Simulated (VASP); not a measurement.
# AlP: G0W0 quasiparticle levels with r2SCAN

The system is AlP.

```xyz
2
Lattice="0.0000 2.7393 2.7393 2.7393 0.0000 2.7393 2.7393 2.7393 0.0000" Properties=species:S:1:pos:R:3 pbc="T T T"
Al    0.0000    0.0000    0.0000
P     4.1089    4.1089    4.1089
```

```yaml
Program: VASP 6.6.1
Task: G0W0 quasiparticle levels
Functional: r2SCAN
Potentials_or_basis: VASP PAW PBE potentials, release 64 (Al_GW, P_GW)
Cutoff: 500 eV
k_mesh: 6 × 6 × 6
Occupations: gaussian, width 0.01 eV
Spin: no spin polarisation
Dipole_correction: no
GW_scheme: G0W0
GW_iterations: 1
Cutoff_of_the_response_function: 200
Frequency_points: 48
Empty_bands: 304
Further_INCAR_settings: ALGO = EVGW0; EDIFF = 1e-08; NBANDS = 308
```

| Property | Result |
| --- | --- |
| Quasiparticle gap | 2.62 eV |
| Least direct quasiparticle gap | 4.47 eV |
| Band gap of the starting levels on the mesh | 1.93 eV |
| Least direct gap of the starting levels on the mesh | 3.89 eV |

Run time: 41 min on 1 thread of Intel Xeon 8259CL, with other jobs on the host, peak memory 1.6 GiB.

Caveat: bands, screening cutoff and mesh are small and nothing is extrapolated, so the quasiparticle values aren't converged.
